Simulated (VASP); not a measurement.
# CO2 in VASP: further runs, part 2 of 2

VASP 6.6.1. The steps go on from the part before.

### Step 3. Single point, PBE+D3(BJ)

Input file INCAR:

```
SYSTEM = CO2
PREC = Accurate
ENCUT = 520
EDIFF = 1E-7
ISMEAR = -1
SIGMA = 0.05
LREAL = Auto
LASPH = .TRUE.
NELM = 100
ALGO = Normal
ISIF = 2
LWAVE = .FALSE.
LCHARG = .TRUE.
GGA = PE
IVDW = 12
LELF = .TRUE.
LVHAR = .TRUE.
NBANDS = 101
```

Input file KPOINTS:

```
Automatic mesh
0
G
  1 1 1
  0 0 0
```

Input file POSCAR:

```
CO2
1.0
    8.4061180000      0.0000000000      0.0000000000
    0.0000000000      8.4061180000      0.0000000000
    0.0000000000      0.0000000000      8.4061180000
C O
10 20
Direct
    0.5379653248      0.6303385225      0.4427608558
    0.7497158617      0.3184942205      0.5853474814
   -0.0487858962      0.6041433156      0.3239902176
    0.3323055898      0.9976067431      0.9902787470
    0.5976599424      0.3203975961      0.1282756202
    0.0888400567      0.9069346873      0.5955900215
    0.2369702638      0.3309256425      0.6737592787
    0.7414956583      0.9446929011      0.8231742643
    0.9644166308      0.5694067107      0.9222092766
    0.5193003477      0.9927531353      0.4093804060
    0.4799361608      0.6031440434      0.3207782713
    0.5904509073      0.6607806362      0.5697516975
    0.7669057227      0.2719328946      0.7204514617
    0.7356665705      0.3570375767      0.4557394983
    0.0351648644      0.5562734190      0.4232869441
   -0.1385776407      0.6548682757      0.2305701633
    0.3008047234      0.9235416396      1.1033987389
    0.3873488333      1.0644152271      0.8822145966
    0.4828507047      0.2450715063      0.1630360173
    0.7054385865      0.3958664392      0.0888876411
    0.1272525558      0.8670589682      0.7215696948
    0.0487145196      0.9458587186      0.4690631276
    0.1256465826      0.2526255282      0.6950889816
    0.3491028796      0.4020048255      0.6398197123
    0.7289214831      0.9551971552      0.9609072821
    0.7546765344      0.9516759103      0.6863215577
    1.0815456076      0.5173850760      0.9758963650
    0.8531286380      0.6398078162      0.8796926239
    0.6266507322      0.9663437986      0.3244541654
    0.4057164080      1.0310823617      0.4822083154
```

Potentials or basis: VASP PAW PBE potentials, release 64 (C, O).

Command:

```sh
$ cat potpaw_PBE.64/C/POTCAR potpaw_PBE.64/O/POTCAR > POTCAR
$ mpirun -np 1 vasp_gam > vasp.out
```

OUTCAR:

```text
SYSTEM = CO2
   PREC = Accurate
   ENCUT = 520
   EDIFF = 1E-7
   ISMEAR = -1
   LREAL = Auto
   LASPH = .TRUE.
   NELM = 100
   ISIF = 2
   GGA = PE
   IVDW = 12
 IVDW          = 12

 ion  position               nearest neighbor table
   1  0.538  0.630  0.443-  11 1.16  12 1.18
   2  0.750  0.318  0.585-  14 1.14  13 1.21
   3  0.951  0.604  0.324-  15 1.16  16 1.17
   4  0.332  0.998  0.990-  18 1.16  17 1.17
   5  0.598  0.320  0.128-  20 1.15  19 1.19
   6  0.089  0.907  0.596-  21 1.16  22 1.16
   7  0.237  0.331  0.674-  24 1.15  23 1.16
   8  0.741  0.945  0.823-  26 1.16  25 1.17
   9  0.964  0.569  0.922-  28 1.16  27 1.17
  10  0.519  0.993  0.409-  29 1.17  30 1.18
  11  0.480  0.603  0.321-   1 1.16
  12  0.590  0.661  0.570-   1 1.18
  13  0.767  0.272  0.720-   2 1.21
  14  0.736  0.357  0.456-   2 1.14
  15  0.035  0.556  0.423-   3 1.16
  16  0.861  0.655  0.231-   3 1.17
[... 12 lines left out ...]
  29  0.627  0.966  0.324-  10 1.17
  30  0.406  0.031  0.482-  10 1.18

  LATTYP: Found a simple cubic cell.
 ALAT       =     8.4061180000

  Lattice vectors:

 A1 = (   8.4061180000,   0.0000000000,   0.0000000000)
 A2 = (   0.0000000000,   8.4061180000,   0.0000000000)
 A3 = (   0.0000000000,   0.0000000000,   8.4061180000)

Analysis of symmetry for initial positions (statically):
=====================================================================
 Subroutine PRICEL returns:
 Original cell was already a primitive cell.

 Routine SETGRP: Setting up the symmetry group for a
 simple cubic supercell.

 Subroutine GETGRP returns: Found  1 space group operations
 (whereof  1 operations were pure point group operations)
 out of a pool of 48 trial point group operations.

The static configuration has the point symmetry C_1 .

Analysis of symmetry for dynamics (positions and initial velocities):
=====================================================================
 Subroutine PRICEL returns:
 Original cell was already a primitive cell.

 Routine SETGRP: Setting up the symmetry group for a
 simple cubic supercell.

 Subroutine GETGRP returns: Found  1 space group operations
 (whereof  1 operations were pure point group operations)
 out of a pool of 48 trial point group operations.

The dynamic configuration has the point symmetry C_1 .

 Subroutine INISYM returns: Found  1 space group operations
 (whereof  1 operations are pure point group operations),
 and found     1 'primitive' translations

----------------------------------------------------------------------------------------

                                     Primitive cell

  volume of cell :     594.0000

  direct lattice vectors                    reciprocal lattice vectors
     8.406118000  0.000000000  0.000000000     0.118960976  0.000000000  0.000000000
     0.000000000  8.406118000  0.000000000     0.000000000  0.118960976  0.000000000
     0.000000000  0.000000000  8.406118000     0.000000000  0.000000000  0.118960976

  length of vectors
     8.406118000  8.406118000  8.406118000     0.118960976  0.118960976  0.118960976

  position of ions in fractional coordinates (direct lattice)
     0.537965325  0.630338522  0.442760856
     0.749715862  0.318494220  0.585347481
     0.951214104  0.604143316  0.323990218
     0.332305590  0.997606743  0.990278747
     0.597659942  0.320397596  0.128275620
     0.088840057  0.906934687  0.595590022
[... 22 lines left out ...]
     0.626650732  0.966343799  0.324454165
     0.405716408  0.031082362  0.482208315

  ion indices of the primitive-cell ions
   primitive index   ion index
                 1           1
                 2           2
                 3           3
                 4           4
                 5           5
                 6           6
[... 22 lines left out ...]
                29          29
                30          30

----------------------------------------------------------------------------------------

 KPOINTS: Automatic mesh

Automatic generation of k-mesh.
 Grid dimensions read from file:
 generate k-points for:    1    1    1

 Generating k-lattice:

  Cartesian coordinates                     Fractional coordinates (reciprocal lattice)
     0.118960976  0.000000000  0.000000000     1.000000000  0.000000000  0.000000000
     0.000000000  0.118960976  0.000000000     0.000000000  1.000000000  0.000000000
     0.000000000  0.000000000  0.118960976     0.000000000  0.000000000  1.000000000

  Length of vectors
     0.118960976  0.118960976  0.118960976

  Shift w.r.t. Gamma in fractional coordinates (k-lattice)
     0.000000000  0.000000000  0.000000000

 Subroutine IBZKPT returns following result:
 ===========================================

 Found      1 irreducible k-points:

 Following reciprocal coordinates:
            Coordinates               Weight
  0.000000  0.000000  0.000000      1.000000
   k-points           NKPTS =      1   k-points in BZ     NKDIM =      1   number of bands    NBANDS=    101
   number of dos      NEDOS =    301   number of ions     NIONS =     30
   total plane-waves  NPLWV = 262144
   dimension x,y,z NGX =    64 NGY =   64 NGZ =   64
   dimension x,y,z NGXF=   128 NGYF=  128 NGZF=  128
   ions per type =              10  20
   NGX,Y,Z   is equivalent  to a cutoff of  12.66, 12.66, 12.66 a.u.
   NGXF,Y,Z  is equivalent  to a cutoff of  25.31, 25.31, 25.31 a.u.
 SYSTEM =  CO2
   PREC   = accura    normal or accurate (medium, high low for compatibility)
   ISTART =      0    job   : 0-new  1-cont  2-samecut
   ICHARG =      2    charge: 1-file 2-atom 10-const
   ISPIN  =      1    spin polarized calculation?
   LNONCOLLINEAR =      F non collinear calculations
   LSORBIT =      F    spin-orbit coupling
   LASPH  =      T    aspherical Exc in radial PAW
   ENCUT  =  520.0 eV  38.22 Ry    6.18 a.u.  15.63 15.63 15.63*2*pi/ulx,y,z
   NELM   =    100;   NELMIN=  2; NELMDL= -5     # of ELM steps
   EDIFF  = 0.1E-06   stopping-criterion for ELM
   LREAL  =      T    real-space projection
   EDIFFG = 0.1E-05   stopping-criterion for IOM
   NSW    =      0    number of steps for IOM
   IBRION =     -1    ionic relax: 0-MD 1-quasi-New 2-CG
   NFREE  =      0    steps in history (QN), initial steepest desc. (CG)
   ISIF   =      2    stress and relaxation
   ISYM   =      2    0-nonsym 1-usesym 2-fastsym
   POTIM  = 0.5000    time-step for ionic-motion
   TEBEG  =    0.0;   TEEND  =   0.0 temperature during run
   PSTRESS=    0.0 pullay stress
   NELECT =     160.0000    total number of electrons
   NUPDOWN=      -1.0000    fix difference up-down
   EMIN   =  10.00;   EMAX   =-10.00  energy-range for DOS
   EFERMI =   0.00;   METHOD = LEGACY
   ISMEAR =    -1;   SIGMA  =   0.05  broadening in eV -4-tet -1-fermi 0-gaus
   EFERMI_NEDOS =   21; number of points for ismear=-14 and -15
   IALGO  =     38    algorithm
   IMIX   =      4    mixing-type and parameters
     AMIX     =   0.40;   BMIX     =  1.00
     AMIX_MAG =   1.60;   BMIX_MAG =  1.00
  volume/ion in A,a.u.               =      19.80       133.62
  Fermi-wavevector in a.u.,A,eV,Ry     =   1.057270  1.997951 15.208869  1.117820
  Thomas-Fermi vector in A             =   2.192537
   LORBIT       =      0    0 simple, 1 ext, 2 COOP (PROOUT), +10 PAW based schemes
   GGA     = PE    functional components
   LHFCALC =     F    Hartree Fock is set to
   AEXX    =    0.0000 exact exchange contribution
   IVDW    =    12    specifies the selected vdW correction
   LEPSILON=     F    determine dielectric tensor
   LRPA    =     F    only Hartree local field effects (RPA)
 non-spin polarized calculation
  energy-cutoff  :      520.00
  volume of cell :      594.00
 maximum number of plane-waves:      7984
 NGX is ok and might be reduce to    64
   NGX = 31   NGY = 31   NGZ = 31

 number of electron     160.0000003 magnetization

 Free energy of the ion-electron system (eV)
  ---------------------------------------------------
  ext. energy  EPLUGINS =         0.00000000
  ---------------------------------------------------
  free energy    TOTEN  =      -229.28001386 eV

  energy without entropy =     -229.28001386  energy(sigma->0) =     -229.28001386

 E-fermi :  -3.6743     XC(G=0):  -6.4986

 val. band max:       -4.9109177164   @ k =   0.0000   0.0000   0.0000
 cond. band min:       1.3849200143   @ k =   0.0000   0.0000   0.0000
 fundamental gap:      6.2958377307
 Fermi energy:        -3.6742718183

 k-point     1 :       0.0000    0.0000    0.0000
  band No.  band energies     occupation
      1     -26.0760      2.00000
      2     -25.7160      2.00000
      3     -25.5912      2.00000
      4     -25.5290      2.00000
      5     -25.5097      2.00000
      6     -25.4551      2.00000
[... 84 lines left out ...]
     91       3.2150      0.00000
     92       3.2714      0.00000
 [bands above 92 left out]

------------------------ aborting loop because EDIFF is reached ----------------------------------------

 Edisp (eV)   -1.54805

 E8    (eV) :    -0.3952

  FORCE on cell =-STRESS in cart. coord.  units (eV):
  Direction    XX          YY          ZZ          XY          YZ          ZX
  --------------------------------------------------------------------------------------
  -------------------------------------------------------------------------------------
  Total       7.50692     5.02381    12.02554     1.96658    -3.36022     1.08994
  in kB      20.24818    13.55057    32.43610     5.30439    -9.06342     2.93986
  external pressure =       22.08 kB  Pullay stress =        0.00 kB

 VOLUME and BASIS-vectors are now :
 -----------------------------------------------------------------------------
  energy-cutoff  :      520.00
  volume of cell :      594.00
      direct lattice vectors                 reciprocal lattice vectors
     8.406118000  0.000000000  0.000000000     0.118960976  0.000000000  0.000000000
     0.000000000  8.406118000  0.000000000     0.000000000  0.118960976  0.000000000
     0.000000000  0.000000000  8.406118000     0.000000000  0.000000000  0.118960976

 POSITION                                       TOTAL-FORCE (eV/Angst)
 -----------------------------------------------------------------------------------
      4.52220      5.29870      3.72190         0.474534      0.473650      1.996806
      6.30220      2.67730      4.92050         0.844907     -2.246548      6.125913
      7.99602      5.07850      2.72350        -0.671983      0.487736     -0.263177
      2.79340      8.38600      8.32440         0.983545     -0.570360      0.571562
      5.02400      2.69330      1.07830        -2.615669     -1.543277      0.471263
      0.74680      7.62380      5.00660        -0.310570      0.289596     -0.839585
[... 22 lines left out ...]
      5.26770      8.12320      2.72740         0.423480     -0.414749      0.203299
      3.41050      0.26128      4.05350         0.243085     -0.326673      0.331980
 -----------------------------------------------------------------------------------
    total drift:                                0.015564     -0.003906      0.014001

  FREE ENERGIE OF THE ION-ELECTRON SYSTEM (eV)
  ---------------------------------------------------
  free  energy   TOTEN  =      -230.8280617539 eV

  energy  without entropy=     -230.8280617538  energy(sigma->0) =     -230.82806175
```

It took 68 s on 1 thread of Intel Xeon 6975P-C (Granite Rapids), shared host; peak memory 0.53 GiB.

Results:

```
Free energy                : -230.8281 eV
Pressure                   : 2.2 GPa
Largest force              : 6.579 eV/Å
Dispersion energy per atom : -0.052 eV
```

Forces on the atoms (eV/Å):
```
C    0.475  0.474  1.997
C    0.845 -2.247  6.126
C   -0.672  0.488 -0.263
C    0.984 -0.570  0.572
C   -2.616 -1.543  0.471
C   -0.311  0.290 -0.840
C   -0.403 -0.706 -0.414
C   -0.107  0.749  1.161
C    0.356  0.822  0.584
C   -0.610  0.806 -0.479
O   -0.594 -0.379 -1.521
O    0.005 -0.105 -0.499
O   -0.457  1.372 -2.723
O   -0.428  0.992 -3.271
O    0.989 -0.509  0.835
O   -0.156  0.229 -0.333
O   -0.929 -0.387  0.689
O   -0.074  0.888 -1.338
O    1.010  0.692 -0.063
O    1.535  0.803 -0.449
O    0.615 -0.696  1.986
O   -0.336  0.337 -1.204
O   -1.678 -0.888  0.635
O    2.113  1.553 -0.261
O   -0.120 -0.288  0.989
O    0.167 -0.540 -2.100
O    0.803 -0.946  0.078
O   -1.073  0.050 -0.899
O    0.423 -0.415  0.203
O    0.243 -0.327  0.332
```

Stress tensor (GPa, compression positive):
```
 2.02  0.53  0.29
 0.53  1.36 -0.91
 0.29 -0.91  3.24
```

Levels at points of the mesh, in eV from the Fermi level:
| k point | band 78 | band 79 | band 80 | band 81 | band 82 | band 83 |
| --- | --- | --- | --- | --- | --- | --- |
| (0.00, 0.00, 0.00) | -1.34 | -1.27 | -1.24 | 5.06 | 6.23 | 6.32 |

Caveat: the k points lie up to 0.75 Å⁻¹ apart.
